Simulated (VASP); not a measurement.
Wanted: the native input for a VASP 6.6.1 run.

```yaml
Task: single point
Functional: PBE
Potentials_or_basis: VASP PAW PBE potentials, release 64 (Ir, O)
Cutoff: 520 eV
k_mesh: 10 × 7 × 1
Occupations: gaussian, width 0.1 eV
Spin: no spin polarisation
Dipole_correction: yes
Further_INCAR_settings: ALGO = Normal; EDIFF = 1e-06; NBANDS = 29
```

The structure of Ir4O lies in POSCAR:

```
Ir4O
1.0
    2.7367600872      0.0000000000      0.0000000000
    0.0000000000      3.8703632323      0.0000000000
    0.0000000000      0.0000000000     19.4599433740
Ir O
4 1
Direct
    0.5000000000      0.5000000000      0.2055504440
    0.0000000000      0.0000000000      0.2758682253
    0.5000000000      0.5000000000      0.3454282602
    0.0000000000      0.0000000000      0.4090424736
    0.1666666667      0.3750000000      0.4644413961
```

These files were run (other wordings do the same):

INCAR

```
ALGO = Normal
DIPOL = 0.5 0.5 0.340
EDIFF = 1E-6
ENCUT = 520
GGA = PE
IDIPOL = 3
ISIF = 2
ISMEAR = 0
LASPH = T
LCHARG = F
LDIPOL = T
LREAL = F
LWAVE = F
NBANDS = 29
NELM = 60
PREC = Accurate
SIGMA = 0.1
```

KPOINTS

```
k-points
0
Gamma
  10 7 1
```

Potentials or basis: VASP PAW PBE potentials, release 64 (Ir, O).

Launch:

```console
$ cat potpaw_PBE.64/Ir/POTCAR potpaw_PBE.64/O/POTCAR > POTCAR
$ mpirun -np 1 vasp_std > vasp.out
```

It gave:

```
Largest force          : 1.872 eV/Å
Band gap on the k mesh : zero (bands 21 and 22 overlap by 0.93 eV)
```

Caveat: spin-orbit coupling is left out, which moves the levels of the heavy elements.

It took 9.6 min on 1 thread of Intel Xeon 8259CL, on a shared host, peak memory 0.39 GiB.
